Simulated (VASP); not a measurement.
Runs of VASP 6.6.1 on Zr2N. The structure is that of space group P4_2/mnm (No. 136), or close to it. The cells are those of the table. 

```csv
task,cell,k mesh,cutoff (eV),smearing,gap on the mesh (eV),pressure (GPa),largest force (eV/Å)
single point,"a = 5.427, b = 5.427, c = 3.301 Å, 6 atoms",8 × 8 × 10,520,gaussian 0.1 eV,none,(b),0.01
single point,"a = 5.483, b = 5.483, c = 3.327 Å, 6 atoms",8 × 8 × 10,520,gaussian 0.1 eV,none,-9.5,0.01
relaxation of cell and atoms,"relaxed to 30 GPa from a = 5.142, b = 5.142, c = 3.142 Å, 6 atoms",8 × 8 × 10,600,gaussian 0.1 eV,none,30.0,-
single point,"a = 5.413, b = 5.413, c = 3.308 Å, 6 atoms",4 × 4 × 6,520,gaussian 0.1 eV,none,-4.6,-
single point,"a = 5.413, b = 5.413, c = 3.308 Å, 6 atoms",8 × 8 × 10,520,gaussian 0.1 eV,none,-4.6,0.06
single point,"a = 5.560, b = 5.560, c = 3.359 Å, 6 atoms",8 × 8 × 10,520,gaussian 0.1 eV,none,(a),0.01
single point,"a = 5.370, b = 5.370, c = 3.273 Å, 6 atoms",10 × 10 × 16,520,gaussian 0.15 eV,none,0.2,0.02
```

Alike in all rows: level PBEsol; potentials or basis VASP PAW PBE potentials, release 64 (Zr_sv, N); no spin polarisation.

Q: Fill in the values left out.

A: (a) -14.4; (b) -5.0.

Caveats: the PAW data sets were made with another functional, which shifts forces and pressure a little; the cell is relaxed towards a set pressure, so the enthalpy falls and the energy may rise (some runs).

A k mesh can miss the band edges, and the runs leave out spin-orbit coupling on Zr.

A gap of «none» marks levels without a gap at the run's occupations.
